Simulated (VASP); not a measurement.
Here is a VASP 6.6.1 calculation.

The input INCAR:

```
ALGO = Normal ; EDIFF = 1E-7
ENCUT = 520 ; GGA = PE
ISIF = 2 ; ISMEAR = 0
LASPH = True ; LCHARG = True
LELF = True ; LREAL = False
LVHAR = True ; LWAVE = False
NBANDS = 26 ; NELM = 100
PREC = Accurate ; SIGMA = 0.05
```

Contents of KPOINTS:

```
k-points
0
Gamma
  12 12 4
```

Contents of POSCAR:

```
CdSe
1.0
    4.3573907927      0.0000000000      0.0000000000
   -2.1786953964      3.7736111207      0.0000000000
    0.0000000000      0.0000000000      6.8268581503
Cd Se
2 2
Direct
    0.6666666667      0.3333333333      0.0000000000
    0.3333333333      0.6666666667      0.5000000000
    0.6666666667      0.3333333333      0.3750000000
    0.3333333333      0.6666666667      0.8750000000
```

Potentials or basis: VASP PAW PBE potentials, release 64 (Cd, Se).

Command:

```console
$ cat potpaw_PBE.64/Cd/POTCAR potpaw_PBE.64/Se/POTCAR > POTCAR
$ mpirun -np 1 vasp_std > vasp.out
```

Task: Predict the band gap on the k mesh.

Result: 0.68 eV.

Task: Estimate the pressure.

Result: 3.5 GPa.

Stress tensor (GPa, compression positive):
```
2.00 0.00 0.00
0.00 2.00 0.00
0.00 0.00 6.56
```

Caveat: the cell stands under pressure; semilocal functionals underestimate gaps, and a narrow one can read as zero.
